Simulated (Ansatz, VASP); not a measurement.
# One calculation of ZnCd2Te3, two programs

```
Zn Cd Te
1.0
     5.44562    0.00000    0.00000
    -2.72281    4.71604    0.00000
     0.00000    0.00000    6.63856
Zn Cd Te
1 2 3
Direct
  0.00000 0.00000 0.50000
  0.33333 0.66667 0.50000
  0.66667 0.33333 0.50000
  0.00000 0.00000 0.00000
  0.33333 0.66667 0.00000
  0.66667 0.33333 0.00000
```

Alike in both runs: task relaxation of cell and atoms; functional PBE; k mesh 6 × 6 × 4; occupations gaussian, width 0.1 eV; no spin polarisation.

|  | VASP | Ansatz |
| --- | --- | --- |
| version | VASP 6.6.1 | Ansatz 0.2.0 |
| potentials or method | VASP PAW PBE potentials, release 64 (Zn, Cd, Te), cutoff 600 eV | scalar-relativistic, plane waves, PAW |
| valence electrons in the cell | 54 | 100 |

```tsv
	VASP	Ansatz	Ansatz less VASP
gap on the k mesh at the Fermi level, each at its own relaxed structure (eV)	none	none	-
relaxed volume (Å³/atom)	27.70	27.80	+0.100
relaxed cell length with the largest relative difference (Å)	6.505	6.536	+0.0315
```

A gap of «none» marks a metal or a gap that the smearing closes. VASP's potentials hold 54 valence electrons a cell and Ansatz's 100, so a difference there can come from the potentials and not from the codes.

Spin-orbit coupling is off throughout.
